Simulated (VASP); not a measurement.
Here is a VASP 6.6.1 calculation.

Contents of INCAR:

```
SYSTEM = Ni
PREC = Accurate
ENCUT = 520
EDIFF = 1E-6
ISMEAR = 0
SIGMA = 0.1
LREAL = .FALSE.
LASPH = .TRUE.
NELM = 150
ALGO = Normal
ISIF = 2
LWAVE = .FALSE.
LCHARG = .TRUE.
ISPIN = 2
MAGMOM = 2
LORBIT = 11
LMAXMIX = 4
LDIPOL = .TRUE.
IDIPOL = 3
DIPOL = 0.5 0.5 0.294
GGA = PE
LELF = .TRUE.
LVHAR = .TRUE.
LVACPOTAV = .TRUE.
NBANDS = 15
```

The input KPOINTS:

```
Automatic mesh
0
G
  8 8 1
  0 0 0
```

The input POSCAR:

```
Ni
1.0
    2.2599184397      0.0000000000      0.0000000000
    0.0000000000      2.2599184397      0.0000000000
    0.0000000000      0.0000000000     23.8000000000
Ni
1
Direct
    0.0000000000      0.0000000000      0.2941176471
```

Potentials or basis: VASP PAW PBE potentials, release 64 (Ni).

The run is started by

```console
$ cat potpaw_PBE.64/Ni/POTCAR > POTCAR
$ mpirun -np 1 vasp_std > vasp.out
```

(1) Predict the site moments.

(2) Predict the net moment.

Answers

(1) Ni +0.90 μB.

(2) 0.87 μB per cell.
